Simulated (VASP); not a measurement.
# Pt: single point with PBE

The system is Pt.

```
CELL_PARAMETERS angstrom
0.00000 2.88642 2.88642
2.88642 0.00000 2.88642
2.88642 2.88642 0.00000
ATOMIC_POSITIONS crystal
Pt 0.00000 0.00000 0.00000
Pt 0.25000 0.25000 0.25000
```

This isn't the form of Pt at room conditions, which is fcc.

```yaml
Program: VASP 6.6.1
Task: single point
Functional: PBE
Potentials_or_basis: VASP PAW PBE potentials, release 64 (Pt)
Cutoff: 500 eV
k_mesh: 8 × 8 × 8
Occupations: methfessel-paxton, width 0.1 eV
Spin: no spin polarisation
Dipole_correction: no
Further_INCAR_settings: ALGO = Normal; EDIFF = 1e-06; NBANDS = 17
```

```json
{
  "Pressure": "-0.4 GPa",
  "Band gap on the k mesh": "zero (bands 10 and 11 overlap by 0.60 eV)"
}
```

Levels at points of the mesh, in eV from the Fermi level:
```tsv
k point	band 8	band 9	band 10	band 11	band 12	band 13
(0.00, 0.00, 0.00)	-1.84	-1.84	-0.10	-0.10	10.43	10.57
(0.50, 0.00, 0.00)	-1.36	-1.29	-0.41	-0.41	0.73	7.94
(0.50, 0.50, 0.00)	-2.44	-0.16	-0.16	1.28	1.28	3.91
```

It took 14 s on 1 thread of AMD EPYC 9R45 96-Core Processor (Zen 5) (shared host), peak memory 0.14 GiB.

Caveat: spin-orbit coupling is left out, which moves the levels of the heavy elements.
